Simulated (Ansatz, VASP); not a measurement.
Given: the input of a run of VASP 6.6.1 on Ag.

The input POSCAR:

```
Ag
1.0
   -1.6556540000      1.6556540000      1.6556540000
    1.6556540000     -1.6556540000      1.6556540000
    1.6556540000      1.6556540000     -1.6556540000
Ag
1
Direct
    0.0000000000      0.0000000000      0.0000000000
```

File INCAR.step1:

```
SYSTEM = Ag
PREC     = Accurate       ! precision mode
ENCUT    = 520            ! plane-wave cutoff, eV
EDIFF    = 1E-5           ! SCF threshold, eV
ISMEAR   = -1             ! smearing method
SIGMA    = 0.05           ! smearing width, eV
LREAL    = .FALSE.        ! projectors in reciprocal space
LASPH    = .TRUE.         ! aspherical terms in the spheres
NELM     = 100            ! most SCF steps
ALGO     = Normal         ! electronic algorithm
ISIF     = 2              ! what is computed and relaxed
LWAVE    = .TRUE.         ! write WAVECAR
LCHARG   = .FALSE.        ! write CHGCAR
NBANDS   = 12             ! bands
GGA      = PE             ! functional
```

The input INCAR.step2:

```
SYSTEM = Ag
PREC     = Accurate       ! precision mode
ENCUT    = 520            ! plane-wave cutoff, eV
EDIFF    = 1E-7           ! SCF threshold, eV
ISMEAR   = -1             ! smearing method
SIGMA    = 0.05           ! smearing width, eV
LREAL    = .FALSE.        ! projectors in reciprocal space
LASPH    = .TRUE.         ! aspherical terms in the spheres
NELM     = 100            ! most SCF steps
ALGO     = Normal         ! electronic algorithm
ISIF     = 2              ! what is computed and relaxed
LWAVE    = .FALSE.        ! write WAVECAR
LCHARG   = .FALSE.        ! write CHGCAR
METAGGA  = R2SCAN         ! meta-GGA
LHFCALC  = .TRUE.         ! exact exchange
AEXX     = 0.25           ! exact-exchange fraction
LMIXTAU  = .TRUE.       
PRECFOCK = Normal       
NBANDS   = 12             ! bands
ISTART   = 1
```

File KPOINTS:

```
regular mesh
0
G
  6 6 6
  0 0 0
```

Potentials or basis: VASP PAW PBE potentials, release 64 (Ag).

Run with:

```sh
$ cat potpaw_PBE.64/Ag/POTCAR > POTCAR
$ cp INCAR.step1 INCAR
$ mpirun -np 1 vasp_std > vasp.out
$ cp INCAR.step2 INCAR
$ mpirun -np 1 vasp_std > vasp.out
```

Set up the same calculation for Ansatz 0.2.0. Potentials there: Ansatz PAW.

As run (the cutoff follows the program's own potentials):

Contents of input:

```
crystal:
  lattice:
    - [-1.655654, 1.655654, 1.655654]
    - [1.655654, -1.655654, 1.655654]
    - [1.655654, 1.655654, -1.655654]
  atoms:
    - { symbol: Ag, position: [0.0, 0.0, 0.0] }
hamiltonian:
  xc: r2scan0
  pseudopotentials: { kind: paw }
kpoints:
  mp_grid: { grid: [6, 6, 6] }
scf:
  occupations: { method: fermi_dirac, width: 0.05 }
output:
  forces: true
  stress: true
  eigenvalues: true
```

Both were run:

|  | VASP | Ansatz | Ansatz less VASP |
| --- | --- | --- | --- |
| gap on the k mesh at the Fermi level (eV) | none | none | - |
| pressure (GPa) | -2.7 | -2.7 | 0.00 |

VASP's potentials were made for PBE, not for r2SCAN0. A gap of «none» marks a metal or a gap that the smearing closes. VASP's potentials hold 11 valence electrons a cell and Ansatz's 19, so a difference there can come from the potentials and not from the codes.

The k mesh is coarse, so the values compare programs but aren't converged.
